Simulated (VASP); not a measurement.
GaBiO4, 6 atoms in the cell. It takes space group P4/mmm (No. 123, tetragonal). Conventional cell: a = 3.663 Å, b = 3.663 Å, c = 5.180 Å, α = 90.00°, β = 90.00°, γ = 90.00°. Ga (site symmetry 4/mmm) has 8 O at 2.32 Å within 3.1 Å. Within 2.9 Å of Bi (site symmetry 4/mmm) lie 8 O at 2.18 Å. Within 2.9 Å of O (site symmetry 2mm) lie 2 Bi at 2.18 Å and 2 Ga at 2.32 Å and 6 O at 2.35 to 2.83 Å. The cell was generated, and may not be a known phase.

- Program: VASP 6.6.1
- Task: single point
- Functional: PBE
- Potentials or basis: VASP PAW PBE potentials, release 64 (Ga_d, Bi_d, O)
- Cutoff: 520 eV
- k mesh: 6 × 6 × 4
- Occupations: gaussian, width 0.1 eV
- Spin: no spin polarisation
- Dipole correction: no
- Further INCAR settings: ALGO = Normal; EDIFF = 1e-07; NBANDS = 35

Potentials or basis: VASP PAW PBE potentials, release 64 (Ga_d, Bi_d, O).

Run with:

```console
$ cat potpaw_PBE.64/Ga_d/POTCAR potpaw_PBE.64/Bi_d/POTCAR potpaw_PBE.64/O/POTCAR > POTCAR
$ mpirun -np 1 vasp_std > vasp.out
```

Hardware: 1 thread of AMD EPYC 9R45 96-Core Processor (Zen 5), with other jobs on the host.

**Question.** Estimate the wall time of this run.

**Answer.** Wall time 40 s on 1 thread of AMD EPYC 9R45 96-Core Processor (Zen 5) (shared host), peak memory 0.19 GiB. Counts: scf iterations 16, k points 30.
